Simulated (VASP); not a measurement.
# Na (P6_3/mmc) in VASP: notebook, part 2 of 2

VASP 6.6.1. Earlier steps stand in the parts before.

## 3. Single point, PBEsol

This run uses another cell than the first one, of the same volume but with other edges.

INCAR reads:

```
SYSTEM = Na
PREC = Accurate ; ENCUT = 520
EDIFF = 1E-7 ; ISMEAR = 0
SIGMA = 0.15 ; LREAL = .FALSE.
LASPH = .TRUE. ; NELM = 100
ALGO = Fast ; ISIF = 2
LWAVE = .FALSE. ; LCHARG = .TRUE.
GGA = PS ; LELF = .TRUE.
LVHAR = .TRUE. ; NBANDS = 14
```

KPOINTS reads:

```
regular mesh
0
G
  18 18 10
  0 0 0
```

POSCAR reads:

```
Na
1.0
    3.7062322905      0.0000000000      0.0000000000
   -1.8531161453      3.2096913159      0.0000000000
    0.0000000000      0.0000000000      6.3574608042
Na
2
Direct
    0.3333333333      0.6666666667      0.2500000000
    0.6666666667      0.3333333333      0.7500000000
```

Potentials or basis: VASP PAW PBE potentials, release 64 (Na_pv).

Command:

```
> cat potpaw_PBE.64/Na_pv/POTCAR > POTCAR
> mpirun -np 1 vasp_std > vasp.out
```

OUTCAR:

```text
SYSTEM = Na
   PREC = Accurate
   ENCUT = 520
   EDIFF = 1E-7
   ISMEAR = 0
   LREAL = .FALSE.
   LASPH = .TRUE.
   NELM = 100
   ISIF = 2
   GGA = PS

 ion  position               nearest neighbor table
   1  0.333  0.667  0.250-
   2  0.667  0.333  0.750-

  LATTYP: Found a hexagonal cell.
 ALAT       =     3.7062322905
 C/A-ratio  =     1.7153433206

  Lattice vectors:

 A1 = (   3.7062322905,   0.0000000000,   0.0000000000)
 A2 = (  -1.8531161453,   3.2096913159,   0.0000000000)
 A3 = (   0.0000000000,   0.0000000000,   6.3574608042)

Analysis of symmetry for initial positions (statically):
=====================================================================
 Subroutine PRICEL returns:
 Original cell was already a primitive cell.

 Routine SETGRP: Setting up the symmetry group for a
 hexagonal supercell.

 Subroutine GETGRP returns: Found 24 space group operations
 (whereof 12 operations were pure point group operations)
 out of a pool of 24 trial point group operations.

The static configuration has the point symmetry D_3d.
 The point group associated with its full space group is D_6h.

Analysis of symmetry for dynamics (positions and initial velocities):
=====================================================================
 Subroutine PRICEL returns:
 Original cell was already a primitive cell.

 Routine SETGRP: Setting up the symmetry group for a
 hexagonal supercell.

 Subroutine GETGRP returns: Found 24 space group operations
 (whereof 12 operations were pure point group operations)
 out of a pool of 24 trial point group operations.

The dynamic configuration has the point symmetry D_3d.
 The point group associated with its full space group is D_6h.

 Subroutine INISYM returns: Found 24 space group operations
 (whereof 12 operations are pure point group operations),
 and found     1 'primitive' translations

[... 119 lines left out ...]
   GGA     = PS    functional components
   LHFCALC =     F    Hartree Fock is set to
   AEXX    =    0.0000 exact exchange contribution
   IVDW    =     0    specifies the selected vdW correction
   LEPSILON=     F    determine dielectric tensor
   LRPA    =     F    only Hartree local field effects (RPA)
 non-spin polarized calculation
 RMM-DIIS sequential band-by-band and
 Gauss-broadening in eV      SIGMA  =   0.15
  energy-cutoff  :      520.00
  volume of cell :       75.63
 maximum number of plane-waves:      2064
 NGX is ok and might be reduce to    28

 number of electron      13.9999987 magnetization

 Free energy of the ion-electron system (eV)
  ---------------------------------------------------
  ext. energy  EPLUGINS =         0.00000000
  ---------------------------------------------------
  free energy    TOTEN  =        -2.79862137 eV

  energy without entropy =       -2.78825894  energy(sigma->0) =       -2.79344016

 E-fermi :   0.2506     XC(G=0):  -6.4485

 val. band max:        0.2411995806   @ k =   0.2778   0.0556   0.3000
 cond. band min:       0.2582010190   @ k =   0.1667   0.1111   0.2000
 fundamental gap:      0.0170014384
 Fermi energy:         0.2505904597

 k-point     1 :       0.0000    0.0000    0.0000
  band No.  band energies     occupation
      1     -24.5770      2.00000
      2     -24.5531      2.00000
      3     -24.5531      2.00000
      4     -24.5497      2.00000
      5     -24.5497      2.00000
      6     -24.5483      2.00000
      7      -2.9871      2.00000
      8       0.5881      0.00146
      9       0.9091      0.00000
     10      10.3701      0.00000
     11      10.5204      0.00000
     12      10.5204      0.00000
     13      10.9152      0.00000
     14      10.9152      0.00000
[... 377 lines left out ...]
      1     -24.5811      2.00000
      2     -24.5773      2.00000
      3     -24.5632      2.00000
      4     -24.5632      2.00000
      5     -24.5577      2.00000
      6     -24.5539      2.00000
      7       0.0430      1.94966
      8       1.5921      0.00000
      9       3.3970      0.00000
     10       3.8991      0.00000
     11       4.9197      0.00000
     12       5.0346      0.00000
     13       6.4521      0.00000
     14       8.7417      0.00000

 [... further k-points ...]
[... 5 lines left out ...]
  --------------------------------------------------------------------------------------
  -------------------------------------------------------------------------------------
  Total       -0.0500550     -0.0500550     -0.3206604      0.0000000      0.0000000     -0.0000000
  in kB       -1.0604205     -1.0604205     -6.7932302      0.0000000      0.0000000     -0.0000000
  external PRESSURE =      -2.9713570 kB  Pullay stress =       0.0000000 kB

 VOLUME and BASIS-vectors are now :
 -----------------------------------------------------------------------------
  energy-cutoff  :      520.00
  volume of cell :       75.63
      direct lattice vectors                 reciprocal lattice vectors
     3.706232291  0.000000000  0.000000000     0.269815792  0.155778220  0.000000000
    -1.853116145  3.209691316  0.000000000     0.000000000  0.311556440  0.000000000
     0.000000000  0.000000000  6.357460804     0.000000000  0.000000000  0.157295504

 POSITION                                       TOTAL-FORCE (eV/Angst)
 -----------------------------------------------------------------------------------
     -0.00000      2.13979      1.58937         0.000000     -0.000000      0.000000
      1.85312      1.06990      4.76810        -0.000000      0.000000      0.000000
 -----------------------------------------------------------------------------------
    total drift:                               -0.000000      0.000000     -0.000000

  FREE ENERGIE OF THE ION-ELECTRON SYSTEM (eV)
  ---------------------------------------------------
  free  energy   TOTEN  =        -2.7986213698 eV

  energy  without entropy=       -2.7882589426  energy(sigma->0) =       -2.79344016
```

OSZICAR:

```text
N       E                     dE             d eps       ncg     rms          rms(c)
DAV:   1     0.100690737644E+03    0.10069E+03   -0.75949E+03  6216   0.954E+02
DAV:   2     0.121449751358E+01   -0.99476E+02   -0.98391E+02  6444   0.277E+02
DAV:   3    -0.274621250527E+01   -0.39607E+01   -0.39574E+01  8010   0.634E+01
DAV:   4    -0.280165826737E+01   -0.55446E-01   -0.55444E-01  6858   0.806E+00
DAV:   5    -0.280289975727E+01   -0.12415E-02   -0.12415E-02  7878   0.123E+00    0.327E-01
RMM:   6    -0.279965730355E+01    0.32425E-02   -0.42266E-03  7927   0.848E-01    0.199E-01
RMM:   7    -0.279866952773E+01    0.98778E-03   -0.37694E-03  8036   0.707E-01    0.654E-02
RMM:   8    -0.279859781096E+01    0.71717E-04   -0.74075E-04  7768   0.500E-01    0.583E-03
RMM:   9    -0.279861606106E+01   -0.18250E-04   -0.18947E-04  8958   0.169E-01    0.531E-03
RMM:  10    -0.279861921198E+01   -0.31509E-05   -0.46462E-05  8787   0.121E-01    0.308E-03
RMM:  11    -0.279862430609E+01   -0.50941E-05   -0.31413E-05  8363   0.672E-02    0.843E-03
RMM:  12    -0.279862088531E+01    0.34208E-05   -0.16777E-05  8057   0.718E-02    0.317E-04
RMM:  13    -0.279862127495E+01   -0.38964E-06   -0.34770E-06  7466   0.277E-02    0.103E-03
RMM:  14    -0.279862136981E+01   -0.94865E-07   -0.50229E-07  5364   0.950E-03
   1 F= -.27986214E+01 E0= -.27934402E+01  d E =-.103624E-01
```

stdout:

```text
POSCAR found type information on POSCAR Na
 POSCAR found :  1 types and       2 ions
 scaLAPACK will be used
 -----------------------------------------------------------------------------
|                                                                             |
|                                                                             |
|     You enforced a specific xc type in the INCAR file but a different       |
|     I HOPE YOU KNOW WHAT YOU ARE DOING!                                     |
|                                                                             |
 -----------------------------------------------------------------------------

 LDA part: xc-table for (Slater+PW92), standard interpolation
 POSCAR, INCAR and KPOINTS ok, starting setup
 FFT: planning ... GRIDC
 FFT: planning ... GRID_SOFT
 FFT: planning ... GRID
 WAVECAR not read
 entering main loop
```

It took 2.8 min on 1 thread of Oxide Virtual Turin-like, shared host; peak memory 0.27 GiB.

What came out:

* Free energy: -2.7986 eV
* Pressure: -0.3 GPa
* Band gap on the k mesh: zero (band 7 reaches 2.39 eV, above the bottom of band 8 at -2.03 eV)

Stress tensor (GPa, compression positive):
```
-0.11  0.00  0.00
 0.00 -0.11  0.00
 0.00  0.00 -0.68
```

Caveat: the PAW data sets were made with another functional, which shifts forces and pressure a little.
